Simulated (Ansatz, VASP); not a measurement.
# SnO: VASP beside Ansatz

Contents of INCAR:

```
ALGO = Normal
DIPOL = 0.5 0.5 0.399
EDIFF = 1E-7
ENCUT = 520
GGA = PE
IDIPOL = 3
ISIF = 2
ISMEAR = 0
IVDW = 12
LASPH = T
LCHARG = F
LDIPOL = T
LREAL = F
LWAVE = F
NBANDS = 50
NELM = 60
PREC = Accurate
SIGMA = 0.05
```

The input KPOINTS:

```
k-points
0
Gamma
  7 7 1
```

File POSCAR:

```
SnO
1.0
    3.8201526697      0.0002954396      0.0000000000
   -0.0003145245      3.8201526682      0.0000000000
    0.0000000000      0.0000000000     22.2260755522
Sn O
4 4
Direct
    0.9999453086      0.9999453086      0.2024648926
    0.4999453086      0.4999453086      0.3087831570
    0.4999453086      0.9999453086      0.4887519504
    0.9999453086      1.4999453086      0.5950702148
    0.9999461247      0.4999461247      0.2556240248
    0.4999461247      0.9999461247      0.2556240248
    0.4999444925      1.4999444925      0.5419110826
    0.9999444925      0.9999444925      0.5419110826
```

Input for Ansatz:

```yaml
crystal:
  lattice:
    - [3.8201526697, 0.0002954396, 0.0]
    - [-0.0003145245, 3.8201526682, 0.0]
    - [0.0, 0.0, 22.2260755522]
  atoms:
    - { symbol: Sn, position: [0.9999453086, 0.9999453086, 0.2024648926] }
    - { symbol: O, position: [0.9999461247, 0.4999461247, 0.2556240248] }
    - { symbol: O, position: [0.4999461247, 0.9999461247, 0.2556240248] }
    - { symbol: Sn, position: [0.4999453086, 0.4999453086, 0.308783157] }
    - { symbol: Sn, position: [0.4999453086, 0.9999453086, 0.4887519504] }
    - { symbol: O, position: [0.4999444925, 1.4999444925, 0.5419110826] }
    - { symbol: O, position: [0.9999444925, 0.9999444925, 0.5419110826] }
    - { symbol: Sn, position: [0.9999453086, 1.4999453086, 0.5950702148] }
basis:
  ecutwfc: 420
kpoints:
  mp_grid: { grid: [7, 7, 1] }
hamiltonian:
  xc: pbe
  pseudopotentials: { kind: paw, azcp: { folder: soft_1 } }
  dispersion: d3bj
scf:
  occupations: { method: gaussian, width: 0.05 }
output:
  forces: true
  eigenvalues: true
efield:
  axis: 3
  dipole_correction: true
  ramp_width: 0.04
```

Alike in both runs: task single point; functional PBE; dispersion D3(BJ); k mesh 7 × 7 × 1; occupations gaussian, width 0.05 eV; no spin polarisation.

```csv
,VASP,Ansatz
version,VASP 6.6.1,Ansatz 0.2.0
potentials or method,"VASP PAW PBE potentials, release 64 (Sn_d, O), cutoff 520 eV","scalar-relativistic, plane waves, PAW"
valence electrons in the cell,80,80
```

|  | VASP | Ansatz | Ansatz less VASP |
| --- | --- | --- | --- |
| gap on the k mesh at the Fermi level (eV) | 2.32 | 2.33 | +0.006 |
| least direct gap on the mesh (eV) | 2.53 | 2.56 | +0.038 |
| rms of the force components (eV/Å) | 0.042 | 0.010 | -0.0325 |

Ansatz's warnings: structure snapped to symmetry.
